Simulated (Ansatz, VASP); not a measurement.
Two plane-wave programs on Nb

```
CELL_PARAMETERS angstrom
2.84811 0.00000 0.00000
-1.42406 2.46654 0.00000
0.00000 0.00000 5.19987
ATOMIC_POSITIONS crystal
Nb 0.33333 0.66667 0.25000
Nb 0.66667 0.33333 0.75000
```

Alike in both runs: task single point; functional RPBE; k mesh 14 × 14 × 7; occupations fermi-dirac, width 0.1 eV; no spin polarisation.

|  | VASP | Ansatz |
| --- | --- | --- |
| version | VASP 6.6.1 | Ansatz 0.2.0 |
| potentials or method | VASP PAW PBE potentials, release 64 (Nb_sv), cutoff 520 eV | plane waves (420 eV) with PAW, scalar-relativistic |
| valence electrons in the cell | 26 | 26 |

|  | VASP | Ansatz | Ansatz less VASP |
| --- | --- | --- | --- |
| pressure (GPa) | 6.3 | 6.7 | +0.35 |
| traceless stress, the component that is largest in VASP (GPa) | -0.19 | -0.16 | +0.028 |

VASP's potentials were made for PBE, not for RPBE.
